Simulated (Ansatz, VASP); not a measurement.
**One calculation of SnSe, two programs**

```
CELL_PARAMETERS angstrom
4.41468 0.00000 0.00000
0.00000 4.41468 0.00000
0.00000 0.00000 10.98985
ATOMIC_POSITIONS crystal
Sn 0.50000 0.00000 0.37139
Sn 0.00000 0.50000 0.62861
Se 0.50000 0.00000 0.61509
Se 0.00000 0.50000 0.38491
```

Change from the starting cell: strain +0.030 along x and y, +0.000 along z, atoms carried along.

Alike in both runs: task single point; functional r2SCAN; k mesh 6 × 6 × 4; occupations gaussian, width 0.05 eV; no spin polarisation.

```csv
,VASP,Ansatz
version,VASP 6.6.1,Ansatz 0.2.0
potentials or method,"VASP PAW PBE potentials, release 64 (Sn_d, Se), cutoff 520 eV","scalar-relativistic, plane waves, PAW"
valence electrons in the cell,40,60
```

|  | VASP | Ansatz | Ansatz less VASP |
| --- | --- | --- | --- |
| gap on the k mesh at the Fermi level (eV) | 1.78 | 1.79 | +0.005 |
| least direct gap on the mesh (eV) | 1.78 | 1.79 | +0.005 |
| rms of the force components (eV/Å) | 0.075 | 0.083 | +0.0076 |

VASP's potentials were made for PBE, not for r2SCAN. Atom by atom the forces differ by 0.008 eV/Å (rms over components). With one functional, cell and mesh, what is left measures potentials, basis and numerics. VASP's potentials hold 40 valence electrons a cell and Ansatz's 60, so a difference there can come from the potentials and not from the codes.
